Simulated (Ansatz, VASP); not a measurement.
**One calculation of Ta, two programs**

```
Ta
1.0
    -1.62651    1.62651    1.60174
     1.62651   -1.62651    1.60174
     1.62651    1.62651   -1.60174
Ta
1
Cartesian
  0.0000 0.0000 0.0000
```

Change from the starting cell: strain -0.015 along x and y, -0.030 along z, atoms carried along.

Alike in both runs: task single point; functional r2SCAN; k mesh 20 × 20 × 20; occupations gaussian, width 0.15 eV; no spin polarisation.

|  | VASP | Ansatz |
| --- | --- | --- |
| version | VASP 6.6.1 | Ansatz 0.2.0 |
| potentials or method | VASP PAW PBE potentials, release 64 (Ta_pv), cutoff 520 eV | scalar-relativistic, plane waves, PAW |
| valence electrons in the cell | 11 | 13 |

|  | VASP | Ansatz | Ansatz less VASP |
| --- | --- | --- | --- |
| gap on the k mesh at the Fermi level (eV) | none | none | - |
| pressure (GPa) | 15.3 | 14.5 | -0.85 |
| traceless stress, the component that is largest in VASP (GPa) | 1.56 | 1.57 | +0.009 |

VASP's potentials were made for PBE, not for r2SCAN. A gap of «none» marks a metal or a gap that the smearing closes. VASP's potentials hold 11 valence electrons a cell and Ansatz's 13, so a difference there can come from the potentials and not from the codes.

Spin-orbit coupling is off throughout.
